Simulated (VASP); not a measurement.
# Sc (P6_3/mmc) in VASP: notebook

Runs on Sc. Level: PBE. Tasks: single point.

All numbers are computed with VASP 6.6.1; they aren't measurements. Logs are shortened: lines on timing, memory, paths and dates and some standing lists are left out, and cuts for length are marked.

**1. The cell of the first run**

It takes space group P6_3/mmc (No. 194, hexagonal). Conventional cell: a = 3.430 Å, b = 3.430 Å, c = 5.163 Å, α = 90.00°, β = 90.00°, γ = 120.00°. Within 4.3 Å of Sc (site symmetry -6m2) lie 12 Sc at 3.25 to 3.43 Å.

**2. Single point, PBE**

The input, INCAR:

```
SYSTEM = Sc
  ALGO = Fast
  EDIFF = 1E-6
  ENCUT = 520
  GGA = PE
  ISIF = 2
  ISMEAR = 0
  LASPH = .TRUE.
  LCHARG = .FALSE.
  LREAL = .FALSE.
  LWAVE = .FALSE.
  NBANDS = 18
  NELM = 60
  PREC = Accurate
  SIGMA = 0.15
```

The input, KPOINTS:

```
k-points
0
G
  15 15 10
  0 0 0
```

The input, POSCAR:

```
Sc
1.0
    3.4302000000      0.0000000000      0.0000000000
   -1.7151000000      2.9706403401      0.0000000000
    0.0000000000      0.0000000000      5.1626334843
Sc
2
Direct
    0.3333333333      0.6666666667      0.2500000000
    0.6666666667      0.3333333333      0.7500000000
```

Potentials or basis: VASP PAW PBE potentials, release 64 (Sc_sv).

On the command line:

```sh
cat potpaw_PBE.64/Sc_sv/POTCAR > POTCAR
mpirun -np 1 vasp_std > vasp.out
```

OUTCAR:

```text
SYSTEM = Sc
   EDIFF = 1E-6
   ENCUT = 520
   GGA = PE
   ISIF = 2
   ISMEAR = 0
   LASPH = .TRUE.
   LREAL = .FALSE.
   NELM = 60
   PREC = Accurate

 ion  position               nearest neighbor table
   1  0.333  0.667  0.250-   2 3.25   2 3.25   2 3.25   2 3.25   2 3.25   2 3.25
   2  0.667  0.333  0.750-   1 3.25   1 3.25   1 3.25   1 3.25   1 3.25   1 3.25

  LATTYP: Found a hexagonal cell.
 ALAT       =     3.4302000000
 C/A-ratio  =     1.5050531993

  Lattice vectors:

 A1 = (   3.4302000000,   0.0000000000,   0.0000000000)
 A2 = (  -1.7151000000,   2.9706403401,   0.0000000000)
 A3 = (   0.0000000000,   0.0000000000,   5.1626334843)

Analysis of symmetry for initial positions (statically):
=====================================================================
 Subroutine PRICEL returns:
 Original cell was already a primitive cell.

 Routine SETGRP: Setting up the symmetry group for a
 hexagonal supercell.

 Subroutine GETGRP returns: Found 24 space group operations
 (whereof 12 operations were pure point group operations)
 out of a pool of 24 trial point group operations.

The static configuration has the point symmetry D_3d.
 The point group associated with its full space group is D_6h.

Analysis of symmetry for dynamics (positions and initial velocities):
=====================================================================
 Subroutine PRICEL returns:
 Original cell was already a primitive cell.

 Routine SETGRP: Setting up the symmetry group for a
 hexagonal supercell.

 Subroutine GETGRP returns: Found 24 space group operations
 (whereof 12 operations were pure point group operations)
 out of a pool of 24 trial point group operations.

The dynamic configuration has the point symmetry D_3d.
 The point group associated with its full space group is D_6h.

 Subroutine INISYM returns: Found 24 space group operations
 (whereof 12 operations are pure point group operations),
 and found     1 'primitive' translations

----------------------------------------------------------------------------------------

                                     Primitive cell

  volume of cell :      52.6067

  direct lattice vectors                    reciprocal lattice vectors
     3.430200000  0.000000000  0.000000000     0.291528191  0.168313879  0.000000000
    -1.715100000  2.970640340  0.000000000     0.000000000  0.336627759  0.000000000
     0.000000000  0.000000000  5.162633484     0.000000000  0.000000000  0.193699592

  length of vectors
     3.430200000  3.430200000  5.162633484     0.336627759  0.336627759  0.193699592

  position of ions in fractional coordinates (direct lattice)
     0.333333333  0.666666667  0.250000000
     0.666666667  0.333333333  0.750000000

  ion indices of the primitive-cell ions
   primitive index   ion index
                 1           1
                 2           2

----------------------------------------------------------------------------------------

 KPOINTS: k-points

Automatic generation of k-mesh.
 Grid dimensions read from file:
 generate k-points for:   15   15   10

 Generating k-lattice:

  Cartesian coordinates                     Fractional coordinates (reciprocal lattice)
     0.019435213  0.011220925  0.000000000     0.066666667  0.000000000  0.000000000
     0.000000000  0.022441851  0.000000000     0.000000000  0.066666667  0.000000000
     0.000000000  0.000000000  0.019369959     0.000000000  0.000000000  0.100000000

  Length of vectors
     0.022441851  0.022441851  0.019369959

  Shift w.r.t. Gamma in fractional coordinates (k-lattice)
     0.000000000  0.000000000  0.000000000

 Subroutine IBZKPT returns following result:
 ===========================================

 Found    162 irreducible k-points:

 Following reciprocal coordinates:
            Coordinates               Weight
  0.000000  0.000000  0.000000      1.000000
  0.066667 -0.000000  0.000000      6.000000
  0.133333 -0.000000  0.000000      6.000000
  0.200000 -0.000000  0.000000      6.000000
  0.266667 -0.000000  0.000000      6.000000
  0.333333  0.000000  0.000000      6.000000
[... 16 lines left out ...]
  0.333333  0.200000  0.000000     12.000000
  0.400000  0.200000  0.000000      6.000000
 [... further k-points ...]
   k-points           NKPTS =    162   k-points in BZ     NKDIM =    162   number of bands    NBANDS=     18
   number of dos      NEDOS =    301   number of ions     NIONS =      2
   total plane-waves  NPLWV =  31360
   dimension x,y,z NGX =    28 NGY =   28 NGZ =   40
   dimension x,y,z NGXF=    56 NGYF=   56 NGZF=   80
   ions per type =               2
   NGX,Y,Z   is equivalent  to a cutoff of  13.57, 13.57, 12.88 a.u.
   NGXF,Y,Z  is equivalent  to a cutoff of  27.14, 27.14, 25.76 a.u.
 SYSTEM =  Sc
   PREC   = accura    normal or accurate (medium, high low for compatibility)
   ISTART =      0    job   : 0-new  1-cont  2-samecut
   ICHARG =      2    charge: 1-file 2-atom 10-const
   ISPIN  =      1    spin polarized calculation?
   LNONCOLLINEAR =      F non collinear calculations
   LSORBIT =      F    spin-orbit coupling
   LASPH  =      T    aspherical Exc in radial PAW
   ENCUT  =  520.0 eV  38.22 Ry    6.18 a.u.   6.38  6.38  9.60*2*pi/ulx,y,z
   NELM   =     60;   NELMIN=  2; NELMDL= -5     # of ELM steps
   EDIFF  = 0.1E-05   stopping-criterion for ELM
   LREAL  =      F    real-space projection
   EDIFFG = 0.1E-04   stopping-criterion for IOM
   NSW    =      0    number of steps for IOM
   IBRION =     -1    ionic relax: 0-MD 1-quasi-New 2-CG
   NFREE  =      0    steps in history (QN), initial steepest desc. (CG)
   ISIF   =      2    stress and relaxation
   ISYM   =      2    0-nonsym 1-usesym 2-fastsym
   POTIM  = 0.5000    time-step for ionic-motion
   TEBEG  =    0.0;   TEEND  =   0.0 temperature during run
   PSTRESS=    0.0 pullay stress
   NELECT =      22.0000    total number of electrons
   NUPDOWN=      -1.0000    fix difference up-down
   EMIN   =  10.00;   EMAX   =-10.00  energy-range for DOS
   EFERMI =   0.00;   METHOD = LEGACY
   ISMEAR =     0;   SIGMA  =   0.15  broadening in eV -4-tet -1-fermi 0-gaus
   EFERMI_NEDOS =   21; number of points for ismear=-14 and -15
   IALGO  =     68    algorithm
   IMIX   =      4    mixing-type and parameters
     AMIX     =   0.40;   BMIX     =  1.00
     AMIX_MAG =   1.60;   BMIX_MAG =  1.00
  volume/ion in A,a.u.               =      26.30       177.50
  Fermi-wavevector in a.u.,A,eV,Ry     =   1.224246  2.313490 20.392125  1.498779
  Thomas-Fermi vector in A             =   2.359328
   LORBIT       =      0    0 simple, 1 ext, 2 COOP (PROOUT), +10 PAW based schemes
   GGA     = PE    functional components
   LHFCALC =     F    Hartree Fock is set to
   AEXX    =    0.0000 exact exchange contribution
   IVDW    =     0    specifies the selected vdW correction
   LEPSILON=     F    determine dielectric tensor
   LRPA    =     F    only Hartree local field effects (RPA)
 non-spin polarized calculation
 RMM-DIIS sequential band-by-band and
 Gauss-broadening in eV      SIGMA  =   0.15
  energy-cutoff  :      520.00
  volume of cell :       52.61
 maximum number of plane-waves:      1437
 NGX is ok and might be reduce to    28
   NGX = 13   NGY = 13   NGZ = 19

 number of electron      21.9999996 magnetization

 Free energy of the ion-electron system (eV)
  ---------------------------------------------------
  ext. energy  EPLUGINS =         0.00000000
  ---------------------------------------------------
  free energy    TOTEN  =       -12.47988167 eV

  energy without entropy =      -12.43212736  energy(sigma->0) =      -12.45600451

 E-fermi :   3.2963     XC(G=0):  -9.6180

 val. band max:        3.2960744752   @ k =   0.4667   0.0667   0.4000
 cond. band min:       3.2965709483   @ k =   0.2667  -0.0000   0.3000
 fundamental gap:      0.0004964731
 Fermi energy:         3.2962583992

 k-point     1 :       0.0000    0.0000    0.0000
  band No.  band energies     occupation
      1     -46.2826      2.00000
      2     -46.2217      2.00000
      3     -25.0732      2.00000
      4     -24.8026      2.00000
      5     -24.8026      2.00000
      6     -24.7380      2.00000
[... 10 lines left out ...]
     17       5.3468      0.00000
     18       5.3469      0.00000

 k-point     2 :       0.0667   -0.0000    0.0000
  band No.  band energies     occupation
      1     -46.2811      2.00000
      2     -46.2214      2.00000
      3     -25.0685      2.00000
      4     -24.8103      2.00000
      5     -24.8055      2.00000
      6     -24.7463      2.00000
[... 10 lines left out ...]
     17       5.2925      0.00000
     18       5.3233      0.00000

 k-point     3 :       0.1333   -0.0000    0.0000
  band No.  band energies     occupation
      1     -46.2768      2.00000
      2     -46.2206      2.00000
      3     -25.0548      2.00000
      4     -24.8321      2.00000
      5     -24.8138      2.00000
      6     -24.7696      2.00000
[... 10 lines left out ...]
     17       5.4469      0.00000
     18       5.5205      0.00000

 k-point     4 :       0.2000   -0.0000    0.0000
  band No.  band energies     occupation
      1     -46.2703      2.00000
      2     -46.2197      2.00000
      3     -25.0333      2.00000
      4     -24.8647      2.00000
      5     -24.8254      2.00000
      6     -24.8031      2.00000
[... 10 lines left out ...]
     17       5.6929      0.00000
     18       5.7509      0.00000

 k-point     5 :       0.2667   -0.0000    0.0000
  band No.  band energies     occupation
      1     -46.2624      2.00000
      2     -46.2191      2.00000
      3     -25.0059      2.00000
      4     -24.9026      2.00000
      5     -24.8406      2.00000
      6     -24.8384      2.00000
[... 10 lines left out ...]
     17       5.9982      0.00000
     18       6.0219      0.00000

 k-point     6 :       0.3333    0.0000    0.0000
  band No.  band energies     occupation
      1     -46.2542      2.00000
      2     -46.2192      2.00000
      3     -24.9754      2.00000
      4     -24.9393      2.00000
      5     -24.8756      2.00000
      6     -24.8506      2.00000
[... 10 lines left out ...]
     17       6.3402      0.00000
     18       6.3776      0.00000

 k-point     7 :       0.4000   -0.0000    0.0000
  band No.  band energies     occupation
      1     -46.2468      2.00000
      2     -46.2201      2.00000
      3     -24.9683      2.00000
      4     -24.9462      2.00000
      5     -24.9023      2.00000
      6     -24.8598      2.00000
[... 10 lines left out ...]
     17       6.6772      0.00000
     18       6.7862      0.00000

 k-point     8 :       0.4667   -0.0000    0.0000
  band No.  band energies     occupation
      1     -46.2421      2.00000
      2     -46.2213      2.00000
      3     -24.9842      2.00000
      4     -24.9261      2.00000
      5     -24.9166      2.00000
      6     -24.8648      2.00000
[... 10 lines left out ...]
     17       6.8946      0.00000
     18       7.2130      0.00000
[... 229 lines left out ...]
     17       6.6557      0.00000
     18       7.0373      0.00000

 k-point    20 :       0.4000    0.1333    0.0000
  band No.  band energies     occupation
      1     -46.2396      2.00000
      2     -46.2221      2.00000
      3     -24.9765      2.00000
      4     -24.9149      2.00000
      5     -24.9106      2.00000
      6     -24.8772      2.00000
[... 10 lines left out ...]
     17       6.7696      0.00000
     18       7.1748      0.00000

 k-point    21 :       0.2000    0.2000    0.0000
  band No.  band energies     occupation
      1     -46.2520      2.00000
      2     -46.2193      2.00000
      3     -24.9673      2.00000
      4     -24.9176      2.00000
      5     -24.9101      2.00000
      6     -24.8357      2.00000
[... 10 lines left out ...]
     17       6.2986      0.00000
     18       6.6521      0.00000

 k-point    22 :       0.2667    0.2000    0.0000
  band No.  band energies     occupation
      1     -46.2448      2.00000
      2     -46.2205      2.00000
      3     -24.9452      2.00000
      4     -24.9381      2.00000
      5     -24.9155      2.00000
      6     -24.8554      2.00000
[... 10 lines left out ...]
     17       6.6700      0.00000
     18       7.0039      0.00000

 k-point    23 :       0.3333    0.2000    0.0000
  band No.  band energies     occupation
      1     -46.2388      2.00000
      2     -46.2224      2.00000
      3     -24.9640      2.00000
      4     -24.9114      2.00000
      5     -24.9112      2.00000
      6     -24.8769      2.00000
[... 10 lines left out ...]
     17       6.8114      0.00000
     18       7.0450      0.00000

 k-point    24 :       0.4000    0.2000    0.0000
  band No.  band energies     occupation
      1     -46.2361      2.00000
      2     -46.2237      2.00000
      3     -24.9705      2.00000
      4     -24.9032      2.00000
      5     -24.8981      2.00000
      6     -24.8915      2.00000
[... 10 lines left out ...]
     17       6.8280      0.00000
     18       7.0777      0.00000

 [... further k-points ...]
[... 5 lines left out ...]
  --------------------------------------------------------------------------------------
  -------------------------------------------------------------------------------------
  Total       -1.2895024     -1.2895024     -0.4899247      0.0000000      0.0000000     -0.0000000
  in kB      -39.2728047    -39.2728047    -14.9210416      0.0000000      0.0000000     -0.0000000
  external PRESSURE =     -31.1555503 kB  Pullay stress =       0.0000000 kB

 VOLUME and BASIS-vectors are now :
 -----------------------------------------------------------------------------
  energy-cutoff  :      520.00
  volume of cell :       52.61
      direct lattice vectors                 reciprocal lattice vectors
     3.430200000  0.000000000  0.000000000     0.291528191  0.168313879  0.000000000
    -1.715100000  2.970640340  0.000000000     0.000000000  0.336627759  0.000000000
     0.000000000  0.000000000  5.162633484     0.000000000  0.000000000  0.193699592

 POSITION                                       TOTAL-FORCE (eV/Angst)
 -----------------------------------------------------------------------------------
     -0.00000      1.98043      1.29066        -0.000000      0.000000     -0.000000
      1.71510      0.99021      3.87198         0.000000     -0.000000      0.000000
 -----------------------------------------------------------------------------------
    total drift:                               -0.000000      0.000000     -0.000000

  FREE ENERGIE OF THE ION-ELECTRON SYSTEM (eV)
  ---------------------------------------------------
  free  energy   TOTEN  =       -12.4798816673 eV

  energy  without entropy=      -12.4321273584  energy(sigma->0) =      -12.45600451
```

Run time: 3.1 min. Hardware: 1 thread of Intel Xeon Platinum 8488C (Sapphire Rapids), shared host; peak memory 0.26 GiB.

What came out:

| Item | Value |
| --- | --- |
| Free energy | -12.4799 eV |
| Pressure | -3.1 GPa |
| Band gap on the k mesh | zero (bands 11 and 12 overlap by 1.51 eV) |

Caveat: the cell stands under tension.

(Continued in part 2 of 2.)
